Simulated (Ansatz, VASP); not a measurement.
**ScSi2 in VASP and in Ansatz**

File INCAR:

```
ALGO = Normal
EDIFF = 1E-7
EDIFFG = -0.005
ENCUT = 600
GGA = PS
IBRION = 2
ISIF = 3
ISMEAR = 0
LASPH = T
LCHARG = F
LREAL = F
LWAVE = F
NELM = 100
NSW = 70
PREC = Accurate
SIGMA = 0.1
```

File KPOINTS:

```
k-points
0
Gamma
  12 12 12
```

The input POSCAR:

```
ScSi2
1.0
    4.0363679007      0.0000000000      0.0000000000
   -2.0181839503      3.4955971410      0.0000000000
    0.0000000000      0.0000000000      3.6092096572
Sc Si
1 2
Direct
    0.0000000000      0.0000000000      0.0000000000
    0.3333333333      0.6666666667      0.5000000000
    0.6666666667      0.3333333333      0.5000000000
```

Input for Ansatz:

```yaml
crystal:
  lattice:
    - [4.0363679007, 0.0, 0.0]
    - [-2.0181839503, 3.495597141, 0.0]
    - [0.0, 0.0, 3.6092096572]
  atoms:
    - { symbol: Sc, position: [0.0, 0.0, 0.0] }
    - { symbol: Si, position: [0.3333333333, 0.6666666667, 0.5] }
    - { symbol: Si, position: [0.6666666667, 0.3333333333, 0.5] }
basis:
  ecutwfc: 420
kpoints:
  mp_grid: { grid: [12, 12, 12] }
hamiltonian:
  xc: pbesol
scf:
  occupations: { method: gaussian, width: 0.1 }
output:
  forces: true
  stress: true
  eigenvalues: true
relax:
  adjacent_minimum: "off"
  f_tol: 0.005
  max_steps: 50
  cell: { stress_tol: 0.05 }
```

Alike in both runs: task relaxation of cell and atoms; functional PBEsol; k mesh 12 × 12 × 12; occupations gaussian, width 0.1 eV; no spin polarisation.

|  | VASP | Ansatz |
| --- | --- | --- |
| version | VASP 6.6.1 | Ansatz 0.2.0 |
| potentials or method | VASP PAW PBE potentials, release 64 (Sc_sv, Si), cutoff 600 eV | scalar-relativistic, plane waves, PAW |
| valence electrons in the cell | 19 | 19 |

|  | VASP | Ansatz | Ansatz less VASP |
| --- | --- | --- | --- |
| gap on the k mesh at the Fermi level, each at its own relaxed structure (eV) | none | none | - |
| relaxed volume (Å³/atom) | 16.48 | 16.44 | -0.036 |
| relaxed cell length with the largest relative difference (Å) | 3.550 | 3.547 | -0.0038 |

VASP's potentials were made for PBE, not for PBEsol. A gap of «none» marks a metal or a gap that the smearing closes.
